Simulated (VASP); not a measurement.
Here is a VASP 6.6.1 calculation.

INCAR

```
  PREC = Accurate
  ENCUT = 520
  EDIFF = 1E-7
  ISMEAR = 0
  SIGMA = 0.05
  LREAL = False
  LASPH = True
  NELM = 80
  ALGO = Normal
  ISIF = 2
  LWAVE = False
  LCHARG = False
  GGA = PS
  NELECT = 102.0
  NBANDS = 65
```

The input KPOINTS:

```
regular mesh
0
Gamma
  4 4 4
```

Contents of POSCAR:

```
Hf5O9
1.0
    0.0000000000      0.0000000000      5.0445920065
    5.0445920065     -2.5222960033      2.5222960033
    2.5222960033      5.0445920065      2.5222960033
Hf O
5 9
Direct
    0.8000000000      0.6000000000      0.8000000000
    1.0000000000      1.0000000000      0.0000000000
    0.2000000000      0.4000000000      0.2000000000
    0.4000000000      0.8000000000      0.4000000000
    0.6000000000      0.2000000000      0.6000000000
    0.2500000000      0.5000000000      0.5000000000
    0.4500000000      0.9000000000      0.7000000000
    0.6500000000      0.3000000000      0.9000000000
    0.8500000000      0.7000000000      0.1000000000
    0.1500000000      0.3000000000      0.9000000000
    0.3500000000      0.7000000000      0.1000000000
    0.6094696260      0.0207071653      0.2603535827
    0.7500000000      0.5000000000      0.5000000000
    0.9500000000      0.9000000000      0.7000000000
```

Potentials or basis: VASP PAW PBE potentials, release 64 (Hf_pv, O).

Launch:

```sh
$ cat potpaw_PBE.64/Hf_pv/POTCAR potpaw_PBE.64/O/POTCAR > POTCAR
$ mpirun -np 1 vasp_std > vasp.out
```

Question: What does it give for the largest force?

Answer: 7.395 eV/Å.

Forces on the atoms (eV/Å):
```
Hf   0.393  0.267  0.132
Hf  -3.507 -3.828 -0.674
Hf   3.018 -3.411  1.431
Hf  -3.284  3.674  0.937
Hf   2.553  3.317 -1.807
O   -1.871  0.363 -0.172
O   -0.094 -0.763  0.171
O    0.180  0.223 -0.226
O   -4.043  0.219  0.253
O   -0.573  1.675  0.574
O    1.537  0.506 -0.448
O    7.395 -0.006 -0.031
O   -2.118 -0.331 -0.386
O    0.415 -1.904  0.246
```

Caveat: the cell carries a net charge on a neutralising background, which shifts energy and pressure; the cell differs from its parent crystal (atoms taken out, atom 12 moved 0.000 of the way to it and -0.500 Å across, host rigid); the PAW data sets were made with another functional, which shifts forces and pressure a little.
